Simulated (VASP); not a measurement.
Write the native input for VASP 6.6.1 that does the following.

```yaml
Task: relaxation of cell and atoms
Functional: LDA
Potentials_or_basis: VASP PAW LDA potentials, release 64 (Al, As)
Cutoff: 500 eV
k_mesh: 8 × 8 × 8
Occupations: gaussian, width 0.02 eV
Spin: no spin polarisation
Dipole_correction: no
Further_INCAR_settings: ALGO = Normal; EDIFF = 1e-07; IBRION = 2; EDIFFG = -0.002; NSW = 100; ISIF = 3
```

The structure of AlAs lies in POSCAR:

```
AlAs
1.0
    0.0000000000      2.8305000000      2.8305000000
    2.8305000000      0.0000000000      2.8305000000
    2.8305000000      2.8305000000      0.0000000000
Al As
1 1
Direct
    0.0000000000      0.0000000000      0.0000000000
    0.2500000000      0.2500000000      0.2500000000
```

One way to write it, as run:

INCAR

```
SYSTEM = AlAs
PREC     = Accurate       ! precision mode
ENCUT    = 500            ! plane-wave cutoff, eV
EDIFF    = 1E-7           ! SCF threshold, eV
ISMEAR   = 0              ! smearing method
SIGMA    = 0.02           ! smearing width, eV
LREAL    = .FALSE.        ! projectors in reciprocal space
LASPH    = .TRUE.         ! aspherical terms in the spheres
NELM     = 120            ! most SCF steps
ALGO     = Normal         ! electronic algorithm
ISIF     = 3              ! what is computed and relaxed
LWAVE    = .FALSE.        ! write WAVECAR
LCHARG   = .FALSE.        ! write CHGCAR
GGA      = CA             ! functional
IBRION   = 2              ! ionic algorithm
NSW      = 100            ! ionic steps
EDIFFG   = -0.002         ! ionic threshold
GGA_COMPAT= .FALSE.      
NELMIN   = 4
```

KPOINTS

```
regular mesh
0
G
  8 8 8
  0 0 0
```

Potentials or basis: VASP PAW LDA potentials, release 64 (Al, As).

Command:

```sh
$ cat potpaw_LDA.64/Al/POTCAR potpaw_LDA.64/As/POTCAR > POTCAR
$ mpirun -np 1 vasp_std > vasp.out
```

Results of the run:

The relaxed volume is 22.40 Å³/atom and the relaxed cell is a = 3.986 Å, b = 3.986 Å, c = 3.986 Å, α = 60.00°, β = 60.00°, γ = 60.00°. The space group after relaxing (to 0.1 Å) is F-43m (No. 216). The energy gained by relaxing is 0.8 meV/atom and the ionic steps are 3. The pressure after relaxing is 0.0 GPa and the band gap on the k mesh is 1.32 eV (least direct gap 1.98 eV).

It took 35 s on 1 thread of AMD EPYC 7R43 64-Core Processor (Zen 3), with other jobs on the host, peak memory 0.11 GiB.
